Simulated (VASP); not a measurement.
# Rh (Fm-3m) in VASP: settings compared, part 2 of 2

VASP 6.6.1.

## Step 4: Single point, revPBE+D4

This run uses another cell than the first one, of 13.42 Å³/atom, 0.981 times its volume.

Contents of INCAR:

```
PREC = Accurate
ENCUT = 520
EDIFF = 1E-6
ISMEAR = -1
SIGMA = 0.05
LREAL = False
LASPH = True
NELM = 60
ALGO = Fast
ISIF = 2
LWAVE = False
LCHARG = False
GGA = RE
IVDW = 13
NBANDS = 14
```

Contents of KPOINTS:

```
regular mesh
0
Gamma
  12 12 12
```

Contents of POSCAR:

```
Rh
1.0
    0.0000000000      1.8860732599      1.8860732599
    1.8860732599      0.0000000000      1.8860732599
    1.8860732599      1.8860732599      0.0000000000
Rh
1
Direct
    0.0000000000      0.0000000000      0.0000000000
```

Potentials or basis: VASP PAW PBE potentials, release 64 (Rh_pv).

Command:

```
$ cat potpaw_PBE.64/Rh_pv/POTCAR > POTCAR
$ mpirun -np 1 vasp_std > vasp.out
```

OUTCAR:

```text
PREC = Accurate
   ENCUT = 520
   EDIFF = 1E-6
   ISMEAR = -1
   LREAL = False
   LASPH = True
   NELM = 60
   ISIF = 2
   GGA = RE
   IVDW = 13

 ion  position               nearest neighbor table
   1  0.000  0.000  0.000-

  LATTYP: Found a face centered cubic cell.
 ALAT       =     3.7721465198

  Lattice vectors:

 A1 = (   0.0000000000,   1.8860732599,   1.8860732599)
 A2 = (   1.8860732599,   0.0000000000,   1.8860732599)
 A3 = (   1.8860732599,   1.8860732599,   0.0000000000)

Analysis of symmetry for initial positions (statically):
=====================================================================
 Subroutine PRICEL returns:
 Original cell was already a primitive cell.

 Routine SETGRP: Setting up the symmetry group for a
 face centered cubic supercell.

 Subroutine GETGRP returns: Found 48 space group operations
 (whereof 48 operations were pure point group operations)
 out of a pool of 48 trial point group operations.

The static configuration has the point symmetry O_h .

Analysis of symmetry for dynamics (positions and initial velocities):
[... 167 lines left out ...]
      2     -34.0310      2.00000
      3     -34.0310      2.00000
      4       4.3024      2.00000
      5       9.2117      2.00000
      6       9.2117      2.00000
      7       9.2117      2.00000
      8      11.3696      2.00000
      9      11.3696      2.00000
     10      28.3986      0.00000
     11      32.8759      0.00000
     12      34.0114      0.00000
     13      34.0114      0.00000
     14      34.0114      0.00000
[... 377 lines left out ...]
      1     -34.7522      2.00000
      2     -34.2851      2.00000
      3     -34.1698      2.00000
      4       6.8483      2.00000
      5       8.5188      2.00000
      6       9.8214      2.00000
      7      10.2787      2.00000
      8      12.6675      0.01491
      9      16.6310      0.00000
     10      21.4051      0.00000
     11      28.5894      0.00000
     12      31.5439      0.00000
     13      32.8771      0.00000
     14      33.2930      0.00000

 [... further k-points ...]

------------------------ aborting loop because EDIFF is reached ----------------------------------------

  DFT-D4 for vdW energy calculation

  Edisp (eV):   -1.44856

  FORCE on cell =-STRESS in cart. coord.  units (eV):
  Direction    XX          YY          ZZ          XY          YZ          ZX
  --------------------------------------------------------------------------------------
  -------------------------------------------------------------------------------------
  Total       0.00191     0.00191     0.00191     0.00000     0.00000     0.00000
  in kB       0.22843     0.22843     0.22843     0.00000     0.00000     0.00000
  external pressure =        0.23 kB  Pullay stress =        0.00 kB

 VOLUME and BASIS-vectors are now :
 -----------------------------------------------------------------------------
  energy-cutoff  :      520.00
  volume of cell :       13.42
      direct lattice vectors                 reciprocal lattice vectors
     0.000000000  1.886073260  1.886073260    -0.265101049  0.265101049  0.265101049
     1.886073260  0.000000000  1.886073260     0.265101049 -0.265101049  0.265101049
     1.886073260  1.886073260  0.000000000     0.265101049  0.265101049 -0.265101049

 POSITION                                       TOTAL-FORCE (eV/Angst)
 -----------------------------------------------------------------------------------
      0.00000      0.00000      0.00000         0.000000     -0.000000      0.000000
 -----------------------------------------------------------------------------------
    total drift:                                0.000000      0.000000      0.000000

  FREE ENERGIE OF THE ION-ELECTRON SYSTEM (eV)
  ---------------------------------------------------
  free  energy   TOTEN  =        -8.1652335788 eV

  energy  without entropy=       -8.1571387334  energy(sigma->0) =       -8.16118616
```

OSZICAR:

```text
N       E                     dE             d eps       ncg     rms          rms(c)
DAV:   1     0.121251171283E+03    0.12125E+03   -0.86865E+03  2030   0.116E+03
DAV:   2    -0.558157821680E+01   -0.12683E+03   -0.12094E+03  2268   0.343E+02
DAV:   3    -0.717467452196E+01   -0.15931E+01   -0.15894E+01  2406   0.420E+01
DAV:   4    -0.718045972598E+01   -0.57852E-02   -0.57849E-02  2304   0.260E+00
DAV:   5    -0.718050934793E+01   -0.49622E-04   -0.49623E-04  2316   0.214E-01    0.105E+01
RMM:   6    -0.673709666147E+01    0.44341E+00   -0.69701E-01  2151   0.830E+00    0.395E+00
RMM:   7    -0.671970354160E+01    0.17393E-01   -0.35360E-02  2164   0.205E+00    0.174E+00
RMM:   8    -0.671690213008E+01    0.28014E-02   -0.54782E-03  2379   0.826E-01    0.243E-01
RMM:   9    -0.671666575607E+01    0.23637E-03   -0.55877E-04  2466   0.276E-01    0.201E-02
RMM:  10    -0.671667657880E+01   -0.10823E-04   -0.66654E-05  2481   0.108E-01    0.161E-02
RMM:  11    -0.671667381337E+01    0.27654E-05   -0.72133E-06  2375   0.349E-02    0.901E-04
RMM:  12    -0.671667438658E+01   -0.57321E-06   -0.15993E-06  1771   0.172E-02
   1 F= -.81652336E+01 E0= -.81611862E+01  d E =-.809485E-02
```

Run time: 6 s. Hardware: 1 thread of Intel Xeon 6975P-C (Granite Rapids), shared host; peak memory 0.13 GiB.

What came out:

```
Free energy                : -8.1652 eV
Pressure                   : 0.0 GPa
Dispersion energy per atom : -1.449 eV
```

Caveat: the PAW data sets were made with another functional, which shifts forces and pressure a little; pairwise dispersion overbinds metals, which lowers pressure and volume.

## Step 5: Single point, BLYP+D3(BJ)

This run uses another cell than the first one, of 13.81 Å³/atom, 1.010 times its volume.

Contents of INCAR:

```
SYSTEM = Rh
  AGGAC = 1.0
  AGGAX = 1.0
  ALDAC = 0.0
  ALDAX = 1.0
  ALGO = Normal
  EDIFF = 1E-6
  ENCUT = 520
  GGA = B5
  ISIF = 2
  ISMEAR = -1
  IVDW = 12
  LASPH = .TRUE.
  LCHARG = .FALSE.
  LREAL = .FALSE.
  LWAVE = .FALSE.
  NBANDS = 14
  NELM = 80
  PREC = Accurate
  SIGMA = 0.05
  VDW_A1 = 0.4298
  VDW_A2 = 4.2359
  VDW_S6 = 1.0
  VDW_S8 = 2.6996
```

Contents of KPOINTS:

```
k-points
0
G
  12 12 12
  0 0 0
```

Contents of POSCAR:

```
Rh
1.0
    0.0000000000      1.9043678882      1.9043678882
    1.9043678882      0.0000000000      1.9043678882
    1.9043678882      1.9043678882      0.0000000000
Rh
1
Direct
    0.0000000000      0.0000000000      0.0000000000
```

Command:

```
$ cat potpaw_PBE.64/Rh_pv/POTCAR > POTCAR
$ mpirun -np 1 vasp_std > vasp.out
```

It took 6.9 s on 1 thread of Intel Xeon 6975P-C (Granite Rapids), shared host; peak memory 0.13 GiB.

The run converged. Its results:

| Item | Value |
| --- | --- |
| Free energy | -7.5946 eV |
| Pressure | 0.6 GPa |
| Dispersion energy per atom | -1.486 eV |

Levels at points of the mesh, in eV from the Fermi level:
| k point | band 5 | band 6 | band 7 | band 8 | band 9 | band 10 |
| --- | --- | --- | --- | --- | --- | --- |
| (0.00, 0.00, 0.00) | -3.08 | -3.08 | -3.08 | -1.04 | -1.04 | 16.29 |
| (0.50, 0.00, 0.00) | -3.16 | -3.16 | 0.53 | 0.53 | 1.03 | 8.63 |
| (0.50, 0.50, 0.00) | -5.89 | 0.49 | 0.95 | 0.95 | 3.49 | 12.31 |

Caveat: the PAW data sets were made with another functional, which shifts forces and pressure a little; pairwise dispersion overbinds metals, which lowers pressure and volume.

## Step 6: Single point, BLYP+D4

This run uses another cell than the first one, of 13.79 Å³/atom, 1.009 times its volume.

Contents of INCAR:

```
AGGAC    = 1.0          
AGGAX    = 1.0          
ALDAC    = 0.0          
ALDAX    = 1.0          
ALGO     = Normal         # electronic algorithm
EDIFF    = 1E-6           # SCF threshold, eV
ENCUT    = 520            # plane-wave cutoff, eV
GGA      = B5             # functional
ISIF     = 2              # what is computed and relaxed
ISMEAR   = -1             # smearing method
IVDW     = 13             # dispersion correction
LASPH    = True           # aspherical terms in the spheres
LCHARG   = False          # write CHGCAR
LREAL    = False          # projectors in reciprocal space
LWAVE    = False          # write WAVECAR
NBANDS   = 14             # bands
NELM     = 60             # most SCF steps
PREC     = Accurate       # precision mode
SIGMA    = 0.05           # smearing width, eV
VDW_A1   = 0.44488865   
VDW_A2   = 4.0933009    
VDW_S6   = 1.0          
VDW_S8   = 2.34076671
```

Contents of KPOINTS:

```
k-points
0
Gamma
  12 12 12
```

Contents of POSCAR:

```
Rh
1.0
    0.0000000000      1.9032504991      1.9032504991
    1.9032504991      0.0000000000      1.9032504991
    1.9032504991      1.9032504991      0.0000000000
Rh
1
Direct
    0.0000000000      0.0000000000      0.0000000000
```

Potentials or basis: VASP PAW PBE potentials, release 64 (Rh_pv).

Command:

```
$ cat potpaw_PBE.64/Rh_pv/POTCAR > POTCAR
$ mpirun -np 1 vasp_std > vasp.out
```

OUTCAR:

```text
EDIFF = 1E-6
   ENCUT = 520
   GGA = B5
   ISIF = 2
   ISMEAR = -1
   IVDW = 13
   LASPH = True
   LREAL = False
   NELM = 60
   PREC = Accurate

 ion  position               nearest neighbor table
   1  0.000  0.000  0.000-

  LATTYP: Found a face centered cubic cell.
 ALAT       =     3.8065009982

  Lattice vectors:

 A1 = (   0.0000000000,   1.9032504991,   1.9032504991)
 A2 = (   1.9032504991,   0.0000000000,   1.9032504991)
 A3 = (   1.9032504991,   1.9032504991,   0.0000000000)

Analysis of symmetry for initial positions (statically):
[... 33 lines left out ...]
                                     Primitive cell

  volume of cell :      13.7885

  direct lattice vectors                    reciprocal lattice vectors
     0.000000000  1.903250499  1.903250499    -0.262708456  0.262708456  0.262708456
     1.903250499  0.000000000  1.903250499     0.262708456 -0.262708456  0.262708456
     1.903250499  1.903250499  0.000000000     0.262708456  0.262708456 -0.262708456

  length of vectors
     2.691602668  2.691602668  2.691602668     0.455024393  0.455024393  0.455024393

  position of ions in fractional coordinates (direct lattice)
     0.000000000  0.000000000  0.000000000

  ion indices of the primitive-cell ions
   primitive index   ion index
                 1           1

[... 131 lines left out ...]
      5       9.3005      2.00000
      6       9.3005      2.00000
      7       9.3005      2.00000
      8      11.3527      2.00000
      9      11.3527      2.00000
     10      28.6774      0.00000
     11      32.6287      0.00000
     12      33.9860      0.00000
     13      33.9860      0.00000
     14      33.9860      0.00000
[... 377 lines left out ...]
      1     -34.4994      2.00000
      2     -34.0685      2.00000
      3     -33.9623      2.00000
      4       7.0762      2.00000
      5       8.6732      2.00000
      6       9.8906      2.00000
      7      10.4238      2.00000
      8      12.6154      0.02290
      9      16.6562      0.00000
     10      21.1630      0.00000
     11      28.6894      0.00000
     12      31.4146      0.00000
     13      32.6379      0.00000
     14      33.0164      0.00000

 [... further k-points ...]

------------------------ aborting loop because EDIFF is reached ----------------------------------------

  DFT-D4 for vdW energy calculation

  Edisp (eV):   -1.64613

  FORCE on cell =-STRESS in cart. coord.  units (eV):
  Direction    XX          YY          ZZ          XY          YZ          ZX
  --------------------------------------------------------------------------------------
  -------------------------------------------------------------------------------------
  Total       0.05527     0.05527     0.05527    -0.00000    -0.00000    -0.00000
  in kB       6.42224     6.42224     6.42224    -0.00000    -0.00000    -0.00000
  external pressure =        6.42 kB  Pullay stress =        0.00 kB

 VOLUME and BASIS-vectors are now :
 -----------------------------------------------------------------------------
  energy-cutoff  :      520.00
  volume of cell :       13.79
      direct lattice vectors                 reciprocal lattice vectors
     0.000000000  1.903250499  1.903250499    -0.262708456  0.262708456  0.262708456
     1.903250499  0.000000000  1.903250499     0.262708456 -0.262708456  0.262708456
     1.903250499  1.903250499  0.000000000     0.262708456  0.262708456 -0.262708456

 POSITION                                       TOTAL-FORCE (eV/Angst)
 -----------------------------------------------------------------------------------
      0.00000      0.00000      0.00000         0.000000     -0.000000      0.000000
 -----------------------------------------------------------------------------------
    total drift:                                0.000000     -0.000000      0.000000

  FREE ENERGIE OF THE ION-ELECTRON SYSTEM (eV)
  ---------------------------------------------------
  free  energy   TOTEN  =        -7.7513518335 eV

  energy  without entropy=       -7.7419236253  energy(sigma->0) =       -7.74663773
```

OSZICAR:

```text
N       E                     dE             d eps       ncg     rms          rms(c)
DAV:   1     0.122847805601E+03    0.12285E+03   -0.88657E+03  2016   0.116E+03
DAV:   2    -0.493448279893E+01   -0.12778E+03   -0.12227E+03  2220   0.343E+02
DAV:   3    -0.653887747581E+01   -0.16044E+01   -0.16015E+01  2436   0.422E+01
DAV:   4    -0.654471974811E+01   -0.58423E-02   -0.58422E-02  2232   0.262E+00
DAV:   5    -0.654477248159E+01   -0.52733E-04   -0.52734E-04  2358   0.218E-01    0.968E+00
DAV:   6    -0.612226214822E+01    0.42251E+00   -0.71063E-01  2130   0.117E+01    0.340E+00
DAV:   7    -0.610818705079E+01    0.14075E-01   -0.13337E-02  2274   0.145E+00    0.162E+00
DAV:   8    -0.610538509351E+01    0.28020E-02   -0.40419E-03  2100   0.864E-01    0.191E-01
DAV:   9    -0.610521271128E+01    0.17238E-03   -0.19728E-04  2100   0.198E-01    0.258E-02
DAV:  10    -0.610521884624E+01   -0.61350E-05   -0.53508E-06  2280   0.252E-02    0.353E-03
DAV:  11    -0.610521929716E+01   -0.45092E-06   -0.25789E-07  1122   0.714E-03
   1 F= -.77513518E+01 E0= -.77466377E+01  d E =-.942821E-02
```

stdout:

```text
POSCAR found type information on POSCAR Rh
 POSCAR found :  1 types and       1 ions
 scaLAPACK will be used
 -----------------------------------------------------------------------------
|                                                                             |
|                                                                             |
|     You enforced a specific xc type in the INCAR file but a different       |
|     I HOPE YOU KNOW WHAT YOU ARE DOING!                                     |
|                                                                             |
 -----------------------------------------------------------------------------

 LDA part: xc-table for (Slater(with rela. corr.)+VWN5), standard interpolation
 POSCAR, INCAR and KPOINTS ok, starting setup
 FFT: planning ... GRIDC
 FFT: planning ... GRID_SOFT
 FFT: planning ... GRID
 WAVECAR not read
 entering main loop
```

Wall time 7.8 s (1 thread of Intel Xeon 6975P-C (Granite Rapids), shared host); peak memory 0.13 GiB.

Results:

```
Free energy                : -7.7514 eV
Pressure                   : 0.6 GPa
Dispersion energy per atom : -1.646 eV
```

Caveat: the PAW data sets were made with another functional, which shifts forces and pressure a little; pairwise dispersion overbinds metals, which lowers pressure and volume.

## Step 7: The runs side by side

| level | cell | smearing | gap on the mesh (eV) | pressure (GPa) |
| --- | --- | --- | --- | --- |
| PBE+D3(BJ) | a = 2.684 Å, angles 60.0°, 1 atom | tetrahedron | none | -0.5 |
| revPBE+D3(BJ) | a = 2.669 Å, angles 60.0°, 1 atom | fermi-dirac 0.05 eV | none | 0.1 |
| revPBE+D4 | a = 2.667 Å, angles 60.0°, 1 atom | fermi-dirac 0.05 eV | none | 0.0 |
| BLYP+D3(BJ) | a = 2.693 Å, angles 60.0°, 1 atom | fermi-dirac 0.05 eV | none | 0.6 |
| BLYP+D4 | a = 2.692 Å, angles 60.0°, 1 atom | fermi-dirac 0.05 eV | none | 0.6 |

Alike in all rows: task single point; potentials or basis VASP PAW PBE potentials, release 64 (Rh_pv); no spin polarisation; k mesh 12 × 12 × 12; cutoff (eV) 520.

Caveats: pairwise dispersion overbinds metals, which lowers pressure and volume; the PAW data sets were made with another functional, which shifts forces and pressure a little (some runs).

Absolute energies hang on the potentials; compare differences alone.
